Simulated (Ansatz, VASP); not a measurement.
# One calculation of Hf2WS2, two programs

```
CELL_PARAMETERS angstrom
4.34291 0.00000 0.00000
0.00000 4.34291 0.00000
0.00000 0.00000 8.91238
ATOMIC_POSITIONS crystal
Hf 0.21897 0.50000 0.00000
Hf 0.78103 0.50000 0.00000
Hf 0.50000 0.21897 0.50000
Hf 0.50000 0.78103 0.50000
W 0.00000 0.00000 0.75000
W 0.00000 0.00000 0.25000
S 0.50000 0.18459 0.00000
S 0.50000 0.81541 0.00000
S 0.81541 0.50000 0.50000
S 0.18459 0.50000 0.50000
```

Change from the starting cell: species swapped into the EuB2C2 type (P4_2/mmc, No. 131).

Alike in both runs: task single point; functional PBE; k mesh 4 × 4 × 2; occupations gaussian, width 0.1 eV; no spin polarisation.

|  | VASP | Ansatz |
| --- | --- | --- |
| version | VASP 6.6.1 | Ansatz 0.2.0 |
| potentials or method | VASP PAW PBE potentials, release 64 (Hf_pv, W_sv, S), cutoff 500 eV | scalar-relativistic, plane waves, PAW |
| valence electrons in the cell | 92 | 156 |

VASP gave:

* gap on the k mesh at the Fermi level (eV): none
* rms of the force components (eV/Å): 5.197

Task: Which values does Ansatz return?

Result: gap on the k mesh at the Fermi level (eV): none; rms of the force components (eV/Å): 4.335.

Atom by atom the forces differ by 0.888 eV/Å (rms over components). A gap of «none» marks a metal or a gap that the smearing closes. VASP's potentials hold 92 valence electrons a cell and Ansatz's 156, so a difference there can come from the potentials and not from the codes.

The k mesh is coarse, so the values compare programs but aren't converged. Neither program's run includes spin-orbit coupling.
